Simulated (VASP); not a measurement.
# TiSb (P6_3/mmc) in VASP: notebook

TiSb is run at these levels: LDA; tasks: electric field gradients.

All numbers are computed with VASP 6.6.1; they aren't measurements. Logs are shortened: lines on timing, memory, paths and dates and some standing lists are left out, and cuts for length are marked.

**1. The cell of the first run**

Symmetry: P6_3/mmc, No. 194, hexagonal system. Conventional cell: a = 4.117 Å, b = 4.117 Å, c = 6.304 Å, α = 90.00°, β = 90.00°, γ = 120.00°. Within 3.8 Å of Ti (site symmetry -3m) lie 6 Sb at 2.85 Å and 2 Ti at 3.15 Å. Within 4.2 Å of Sb (site symmetry -6m2) lie 6 Ti at 2.85 Å and 12 Sb at 3.95 to 4.12 Å.

**2. Electric field gradients, LDA (23.13 Å³/atom)**

File INCAR:

```
SYSTEM = TiSb
  PREC = Accurate
  ENCUT = 520
  EDIFF = 1E-8
  ISMEAR = -1
  SIGMA = 0.03
  LREAL = .False.
  LASPH = .True.
  NELM = 100
  ALGO = Normal
  ISIF = 2
  LWAVE = .False.
  LCHARG = .False.
  GGA = CA
  LEFG = .True.
  NBANDS = 25
```

File KPOINTS:

```
regular mesh
0
Gamma
  12 12 7
  0 0 0
```

File POSCAR:

```
TiSb
1.0
    4.1169314400      0.0000000000      0.0000000000
   -2.0584657201      3.5653672127      0.0000000000
    0.0000000000      0.0000000000      6.3044759009
Ti Sb
2 2
Direct
    0.0000000000      0.0000000000      0.0000000000
    0.0000000000      0.0000000000      0.5000000000
    0.3333333333      0.6666666667      0.2500000000
    0.6666666667      0.3333333333      0.7500000000
```

Potentials or basis: VASP PAW LDA potentials, release 64 (Ti_sv, Sb).

Run with:

```console
$ cat potpaw_LDA.64/Ti_sv/POTCAR potpaw_LDA.64/Sb/POTCAR > POTCAR
$ mpirun -np 1 vasp_std > vasp.out
```

OUTCAR:

```text
SYSTEM = TiSb
   PREC = Accurate
   ENCUT = 520
   EDIFF = 1E-8
   ISMEAR = -1
   LREAL = .False.
   LASPH = .True.
   NELM = 100
   ISIF = 2
   GGA = CA

 ion  position               nearest neighbor table
   1  0.000  0.000  0.000-   3 2.85   4 2.85   4 2.85   3 2.85   4 2.85   3 2.85
   2  0.000  0.000  0.500-   3 2.85   4 2.85   4 2.85   3 2.85   4 2.85   3 2.85
   3  0.333  0.667  0.250-   1 2.85   2 2.85   1 2.85   2 2.85   1 2.85   2 2.85
   4  0.667  0.333  0.750-   1 2.85   2 2.85   1 2.85   2 2.85   1 2.85   2 2.85

  LATTYP: Found a hexagonal cell.
 ALAT       =     4.1169314400
 C/A-ratio  =     1.5313531432

  Lattice vectors:

 A1 = (   4.1169314400,   0.0000000000,   0.0000000000)
 A2 = (  -2.0584657201,   3.5653672127,   0.0000000000)
 A3 = (   0.0000000000,   0.0000000000,   6.3044759009)

Analysis of symmetry for initial positions (statically):
=====================================================================
 Subroutine PRICEL returns:
 Original cell was already a primitive cell.

 Routine SETGRP: Setting up the symmetry group for a
 hexagonal supercell.

 Subroutine GETGRP returns: Found 24 space group operations
 (whereof 12 operations were pure point group operations)
 out of a pool of 24 trial point group operations.

The static configuration has the point symmetry D_3d.
 The point group associated with its full space group is D_6h.

Analysis of symmetry for dynamics (positions and initial velocities):
=====================================================================
 Subroutine PRICEL returns:
 Original cell was already a primitive cell.

 Routine SETGRP: Setting up the symmetry group for a
 hexagonal supercell.

 Subroutine GETGRP returns: Found 24 space group operations
 (whereof 12 operations were pure point group operations)
 out of a pool of 24 trial point group operations.

The dynamic configuration has the point symmetry D_3d.
 The point group associated with its full space group is D_6h.

 Subroutine INISYM returns: Found 24 space group operations
 (whereof 12 operations are pure point group operations),
 and found     1 'primitive' translations

[... 139 lines left out ...]
  ---------------------------------------------------
  ext. energy  EPLUGINS =         0.00000000
  ---------------------------------------------------
  free energy    TOTEN  =       -28.57099755 eV

  energy without entropy =      -28.55886278  energy(sigma->0) =      -28.56493016

 E-fermi :   7.7225     XC(G=0): -10.6203

 val. band max:        7.7124474058   @ k =   0.0833   0.0833   0.1429
 cond. band min:       7.7224736320   @ k =   0.3333   0.0000   0.4286
 fundamental gap:      0.0100262262
 Fermi energy:         7.7224643932

 k-point     1 :       0.0000    0.0000    0.0000
  band No.  band energies     occupation
      1     -49.0437      2.00000
      2     -49.0276      2.00000
      3     -25.7642      2.00000
      4     -25.7642      2.00000
      5     -25.7458      2.00000
      6     -25.7458      2.00000
[... 661 lines left out ...]
     24      10.0043      0.00000
     25      11.1189      0.00000

 [... further k-points ...]
[... 5 lines left out ...]
  --------------------------------------------------------------------------------------
  -------------------------------------------------------------------------------------
  Total       -5.0396628     -5.0396628     -5.3986766      0.0000000      0.0000000      0.0000000
  in kB      -87.2539642    -87.2539642    -93.4697343      0.0000000      0.0000000      0.0000000
  external PRESSURE =     -89.3258876 kB  Pullay stress =       0.0000000 kB

 VOLUME and BASIS-vectors are now :
 -----------------------------------------------------------------------------
  energy-cutoff  :      520.00
  volume of cell :       92.54
      direct lattice vectors                 reciprocal lattice vectors
     4.116931440  0.000000000  0.000000000     0.242899357  0.140238009  0.000000000
    -2.058465720  3.565367213  0.000000000     0.000000000  0.280476018  0.000000000
     0.000000000  0.000000000  6.304475901     0.000000000  0.000000000  0.158617467

 POSITION                                       TOTAL-FORCE (eV/Angst)
 -----------------------------------------------------------------------------------
      0.00000      0.00000      0.00000        -0.000000     -0.000000      0.000000
      0.00000      0.00000      3.15224        -0.000000     -0.000000      0.000000
     -0.00000      2.37691      1.57612         0.000000      0.000000      0.000000
      2.05847      1.18846      4.72836        -0.000000      0.000000      0.000000
 -----------------------------------------------------------------------------------
    total drift:                                0.000000     -0.000000      0.000000

  FREE ENERGIE OF THE ION-ELECTRON SYSTEM (eV)
  ---------------------------------------------------
  free  energy   TOTEN  =       -28.5709975460 eV

  energy  without entropy=      -28.5588627786  energy(sigma->0) =      -28.56493016

 Electric field gradients (V/A^2)
---------------------------------------------------------------------
 ion       V_xx      V_yy      V_zz      V_xy      V_xz      V_yz
---------------------------------------------------------------------
   1      25.542    25.541   -51.083    -0.001     0.000    -0.000
   2      25.542    25.541   -51.083    -0.001    -0.000     0.000
   3     -14.553   -14.553    29.105    -0.000     0.000    -0.000
   4     -14.553   -14.553    29.105    -0.000     0.000     0.000
---------------------------------------------------------------------

 Electric field gradients after diagonalization (V/A^2)
 (convention: |V_zz| > |V_xx| > |V_yy|)
----------------------------------------------------------------------
 ion       V_xx      V_yy      V_zz     asymmetry (V_yy - V_xx)/ V_zz
----------------------------------------------------------------------
   1      25.543    25.541   -51.083       0.000
   2      25.543    25.541   -51.083       0.000
   3     -14.553   -14.553    29.105       0.000
   4     -14.553   -14.553    29.105       0.000
----------------------------------------------------------------------

           NMR quadrupolar parameters

 Cq : quadrupolar parameter    Cq=e*Q*V_zz/h
 eta: asymmetry parameters     (V_yy - V_xx)/ V_zz
 Q  : nuclear electric quadrupole moment in mb (millibarn)
----------------------------------------------------------------------
 ion       Cq(MHz)       eta       Q (mb)
----------------------------------------------------------------------
   1      -0.124       0.000       1.000
   2      -0.124       0.000       1.000
   3       0.070       0.000       1.000
   4       0.070       0.000       1.000
----------------------------------------------------------------------
```

stdout:

```text
POSCAR found type information on POSCAR TiSb
 POSCAR found :  2 types and       4 ions
 scaLAPACK will be used
 LDA part: xc-table for (Slater(with rela. corr.)+CA(PZ))
 , standard interpolation
 POSCAR, INCAR and KPOINTS ok, starting setup
 FFT: planning ... GRIDC
 FFT: planning ... GRID_SOFT
 FFT: planning ... GRID
 WAVECAR not read
 entering main loop
ion   1

ion   2

ion   3

ion   4
```

It took 2 min on 1 thread of Intel Xeon Platinum 8488C (Sapphire Rapids), shared host; peak memory 0.29 GiB.

What came out:

```
Free energy                             : -28.5710 eV
Pressure                                : -8.9 GPa
Band gap on the k mesh                  : zero (bands 17 and 18 overlap by 0.47 eV)
Largest electric field gradient by atom : Ti -51.1; Sb +29.1 V/Å²
```

Electric field gradients, principal values (V/Å²):
| atom | least | middle | greatest (by size) |
| --- | --- | --- | --- |
| 1 Ti | 25.541 | 25.543 | -51.083 |
| 2 Ti | 25.541 | 25.543 | -51.083 |
| 3 Sb | -14.553 | -14.553 | 29.105 |
| 4 Sb | -14.553 | -14.553 | 29.105 |

Caveat: the cell stands under tension; without QUAD_EFG the Cq values of the log hold for a quadrupole moment of 1 mb, not for the nuclei; spin-orbit coupling is left out, which moves the levels of the heavy elements.

**3. Electric field gradients, LDA (23.82 Å³/atom)**

This run uses another cell than the first one, of 23.82 Å³/atom.

File INCAR:

```
PREC     = Accurate       # precision mode
ENCUT    = 520            # plane-wave cutoff, eV
EDIFF    = 1E-8           # SCF threshold, eV
ISMEAR   = -1             # smearing method
SIGMA    = 0.03           # smearing width, eV
LREAL    = F              # projectors in reciprocal space
LASPH    = T              # aspherical terms in the spheres
NELM     = 80             # most SCF steps
ALGO     = Normal         # electronic algorithm
ISIF     = 2              # what is computed and relaxed
LWAVE    = F              # write WAVECAR
LCHARG   = F              # write CHGCAR
GGA      = CA             # functional
LEFG     = T            
NBANDS   = 25             # bands
```

File KPOINTS:

```
regular mesh
0
Gamma
  12 12 7
```

File POSCAR:

```
TiSb
1.0
    4.1572960870      0.0000000000      0.0000000000
   -2.0786480435      3.6003240224      0.0000000000
    0.0000000000      0.0000000000      6.3662884298
Ti Sb
2 2
Direct
    0.0000000000      0.0000000000      0.0000000000
    0.0000000000      0.0000000000      0.5000000000
    0.3333333333      0.6666666667      0.2500000000
    0.6666666667      0.3333333333      0.7500000000
```

Potentials or basis: VASP PAW LDA potentials, release 64 (Ti_sv, Sb).

Run with:

```console
$ cat potpaw_LDA.64/Ti_sv/POTCAR potpaw_LDA.64/Sb/POTCAR > POTCAR
$ mpirun -np 1 vasp_std > vasp.out
```

OUTCAR:

```text
PREC = Accurate
   ENCUT = 520
   EDIFF = 1E-8
   ISMEAR = -1
   LREAL = F
   LASPH = T
   NELM = 80
   ISIF = 2
   GGA = CA

 ion  position               nearest neighbor table
   1  0.000  0.000  0.000-   3 2.88   4 2.88   4 2.88   3 2.88   4 2.88   3 2.88
   2  0.000  0.000  0.500-   3 2.88   4 2.88   4 2.88   3 2.88   4 2.88   3 2.88
   3  0.333  0.667  0.250-   1 2.88   2 2.88   1 2.88   2 2.88   1 2.88   2 2.88
   4  0.667  0.333  0.750-   1 2.88   2 2.88   1 2.88   2 2.88   1 2.88   2 2.88

  LATTYP: Found a hexagonal cell.
 ALAT       =     4.1572960870
 C/A-ratio  =     1.5313531431

[... 903 lines left out ...]
 ion       V_xx      V_yy      V_zz      V_xy      V_xz      V_yz
---------------------------------------------------------------------
   1      24.495    24.495   -48.990     0.000    -0.000     0.000
   2      24.495    24.495   -48.990     0.000     0.000    -0.000
   3     -13.404   -13.404    26.808    -0.000     0.000    -0.000
   4     -13.404   -13.404    26.808    -0.000     0.000    -0.000
---------------------------------------------------------------------

 Electric field gradients after diagonalization (V/A^2)
 (convention: |V_zz| > |V_xx| > |V_yy|)
----------------------------------------------------------------------
 ion       V_xx      V_yy      V_zz     asymmetry (V_yy - V_xx)/ V_zz
----------------------------------------------------------------------
   1      24.495    24.495   -48.990       0.000
   2      24.495    24.495   -48.990       0.000
   3     -13.404   -13.404    26.808       0.000
   4     -13.404   -13.404    26.808       0.000
----------------------------------------------------------------------

           NMR quadrupolar parameters

 Cq : quadrupolar parameter    Cq=e*Q*V_zz/h
 eta: asymmetry parameters     (V_yy - V_xx)/ V_zz
 Q  : nuclear electric quadrupole moment in mb (millibarn)
----------------------------------------------------------------------
 ion       Cq(MHz)       eta       Q (mb)
----------------------------------------------------------------------
   1      -0.118       0.000       1.000
   2      -0.118       0.000       1.000
   3       0.065       0.000       1.000
   4       0.065       0.000       1.000
----------------------------------------------------------------------
```

stdout:

```text
POSCAR found type information on POSCAR TiSb
 POSCAR found :  2 types and       4 ions
 scaLAPACK will be used
 LDA part: xc-table for (Slater(with rela. corr.)+CA(PZ))
 , standard interpolation
 POSCAR, INCAR and KPOINTS ok, starting setup
 FFT: planning ... GRIDC
 FFT: planning ... GRID_SOFT
 FFT: planning ... GRID
 WAVECAR not read
 entering main loop
ion   1

ion   2

ion   3

ion   4
```

Run time: 2.1 min. Hardware: 1 thread of Intel Xeon Platinum 8488C (Sapphire Rapids), shared host; peak memory 0.29 GiB.

Results:

```
Free energy                             : -28.4026 eV
Pressure                                : -10.7 GPa
Band gap on the k mesh                  : zero (bands 17 and 18 overlap by 0.45 eV)
Largest electric field gradient by atom : Ti -49.0; Sb +26.8 V/Å²
```

Levels at points of the mesh, in eV from the Fermi level:
```
           k point  band 13  band 14  band 15  band 16  band 17  band 18  band 19  band 20  band 21  band 22
(0.00, 0.00, 0.00)    -2.40    -0.98    -0.26    -0.26    -0.03    -0.03     0.83     0.83     1.12     1.12
(0.50, 0.00, 0.00)    -2.66    -2.55    -2.25    -1.45    -1.16     0.52     0.59     0.66     0.66     1.13
```

Electric field gradients, principal values (V/Å²):
| atom | least | middle | greatest (by size) |
| --- | --- | --- | --- |
| 1 Ti | 24.495 | 24.495 | -48.990 |
| 2 Ti | 24.495 | 24.495 | -48.990 |
| 3 Sb | -13.404 | -13.404 | 26.808 |
| 4 Sb | -13.404 | -13.404 | 26.808 |

Caveat: the cell stands under tension; without QUAD_EFG the Cq values of the log hold for a quadrupole moment of 1 mb, not for the nuclei; spin-orbit coupling is left out, which moves the levels of the heavy elements.

[end of part 1 of 2]
